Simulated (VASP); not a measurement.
A run of VASP 6.6.1 is set up as follows.

The input INCAR:

```
SYSTEM = CuO
  PREC = Accurate
  ENCUT = 520
  EDIFF = 1E-6
  ISMEAR = -1
  SIGMA = 0.05
  LREAL = .FALSE.
  LASPH = .TRUE.
  NELM = 100
  ALGO = Normal
  ISIF = 2
  LWAVE = .FALSE.
  LCHARG = .FALSE.
  NBANDS = 25
```

The input KPOINTS:

```
Automatic mesh
0
G
  9 9 5
  0 0 0
```

Contents of POSCAR:

```
CuO
1.0
    2.9359761050      0.0000000000      0.0000000000
    0.0398390851      2.9357502767      0.0000000000
    0.0178385202      0.0175831220      5.2778618209
Cu O
2 2
Direct
    0.0000000000      0.5000000000      0.0000000000
    0.5000000000      0.0000000000      0.5000000000
    0.9984239700      0.0016717800      0.7498871000
    0.0015760300      0.9983282200      0.2501129000
```

Potentials or basis: VASP PAW LDA potentials, release 64 (Cu, O).

Run with:

```console
$ cat potpaw_LDA.64/Cu/POTCAR potpaw_LDA.64/O/POTCAR > POTCAR
$ mpirun -np 1 vasp_std > vasp.out
```

**Question.** Predict the pressure.

**Answer.** -15.6 GPa.

**Question.** Predict the band gap on the k mesh.

**Answer.** Zero (bands 17 and 18 overlap by 0.90 eV).

**Question.** Estimate the largest force.

**Answer.** 0.016 eV/Å.

Forces on the atoms (eV/Å):
```
Cu   0.000  0.000  0.000
Cu   0.000  0.000  0.000
O    0.010 -0.011  0.007
O   -0.010  0.011 -0.007
```

Caveat: the stress differs along the axes, from -21 to -13 GPa; semilocal functionals often make such compounds metallic where correlation or magnetic order opens a gap, which also shifts bond lengths. With open d or f shells a metallic result of LDA can be an artefact of self-interaction; +U or a hybrid may open a gap.
